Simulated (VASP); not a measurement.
Wanted: the native input for a VASP 6.6.1 run.

```yaml
Task: relaxation of cell and atoms
Functional: LDA
Potentials_or_basis: VASP PAW LDA potentials, release 64 (Na_pv, F)
Cutoff: 600 eV
k_mesh: 10 × 10 × 10
Occupations: gaussian, width 0.01 eV
Spin: no spin polarisation
Dipole_correction: no
Further_INCAR_settings: ALGO = Normal; EDIFF = 1e-06; IBRION = 2; EDIFFG = -0.001; NSW = 80; ISIF = 3
```

The structure of NaF (Villiaumite) lies in POSCAR:

```
NaF
1.0
    0.0000000000      2.2518000710      2.2518000710
    2.2518000710      0.0000000000      2.2518000710
    2.2518000710      2.2518000710      0.0000000000
Na F
1 1
Direct
    0.0000000000      0.0000000000      0.0000000000
    0.5000000000      0.5000000000      0.5000000000
```

These files were run (other wordings do the same):

INCAR

```
PREC = Accurate ; ENCUT = 600
EDIFF = 1E-6 ; ISMEAR = 0
SIGMA = 0.01 ; LREAL = F
LASPH = T ; NELM = 100
ALGO = Normal ; ISIF = 3
LWAVE = F ; LCHARG = F
IBRION = 2 ; NSW = 80
EDIFFG = -0.001
```

KPOINTS

```
regular mesh
0
Gamma
  10 10 10
```

Potentials or basis: VASP PAW LDA potentials, release 64 (Na_pv, F).

Command:

```console
$ cat potpaw_LDA.64/Na_pv/POTCAR potpaw_LDA.64/F/POTCAR > POTCAR
$ mpirun -np 1 vasp_std > vasp.out
```

Results of the run:

```yaml
Relaxed_volume: 11.39 Å³/atom
Relaxed_cell: a = 3.182 Å, b = 3.182 Å, c = 3.182 Å, α = 60.00°, β = 60.00°, γ = 60.00°
Space_group_after_relaxing_to_0.05_Å: Fm-3m (No. 225)
Energy_gained_by_relaxing: 0.0 meV/atom
Ionic_steps: 6
Pressure_after_relaxing: 0.0 GPa
Band_gap_on_the_k_mesh: 6.45 eV, direct
```

Run time: 17 s on 1 thread of Intel(R) Xeon(R) 6975P-C (Granite Rapids) (shared host), peak memory 0.14 GiB.
